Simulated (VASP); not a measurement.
Wanted: the native input for a VASP 6.6.1 run.

```yaml
Task: single point
Functional: revPBE
Potentials_or_basis: VASP PAW PBE potentials, release 64 (Hf_pv)
Cutoff: 520 eV
k_mesh: 13 × 13 × 4
Occupations: fermi-dirac, width 0.1 eV
Spin: no spin polarisation
Dipole_correction: no
Further_INCAR_settings: ALGO = Normal; EDIFF = 1e-07; NBANDS = 28
```

The structure of Hf lies in POSCAR:

```
Hf
1.0
    3.2201780929      0.0000000000      0.0000000000
   -1.6100890464      2.7887560332      0.0000000000
    0.0000000000      0.0000000000     10.3029246794
Hf
4
Direct
    1.0000000000      0.0000000000      1.0000000000
    1.0000000000      0.0000000000      0.5000000000
    0.3333333333      0.6666666667      0.2500000000
    0.6666666667      0.3333333333      0.7500000000
```

The input as run:

INCAR

```
PREC     = Accurate       # precision mode
ENCUT    = 520            # plane-wave cutoff, eV
EDIFF    = 1E-7           # SCF threshold, eV
ISMEAR   = -1             # smearing method
SIGMA    = 0.1            # smearing width, eV
LREAL    = F              # projectors in reciprocal space
LASPH    = T              # aspherical terms in the spheres
NELM     = 60             # most SCF steps
ALGO     = Normal         # electronic algorithm
ISIF     = 2              # what is computed and relaxed
LWAVE    = F              # write WAVECAR
LCHARG   = T              # write CHGCAR
GGA      = RE             # functional
LELF     = T              # ELF
LVHAR    = T            
NBANDS   = 28             # bands
```

KPOINTS

```
Automatic mesh
0
Gamma
  13 13 4
```

Potentials or basis: VASP PAW PBE potentials, release 64 (Hf_pv).

Launch:

```console
$ cat potpaw_PBE.64/Hf_pv/POTCAR > POTCAR
$ mpirun -np 1 vasp_std > vasp.out
```

It gave:

```json
{
  "Pressure": "-0.5 GPa",
  "Band gap on the k mesh": "zero (band 20 reaches 5.78 eV, above the bottom of band 21 at 4.15 eV)"
}
```

Caveat: the PAW data sets were made with another functional, which shifts forces and pressure a little; spin-orbit coupling is left out, which moves the levels of the heavy elements.

Run time: 73 s on 1 thread of AMD EPYC 9R45 (Zen 5) (shared host), peak memory 0.23 GiB.
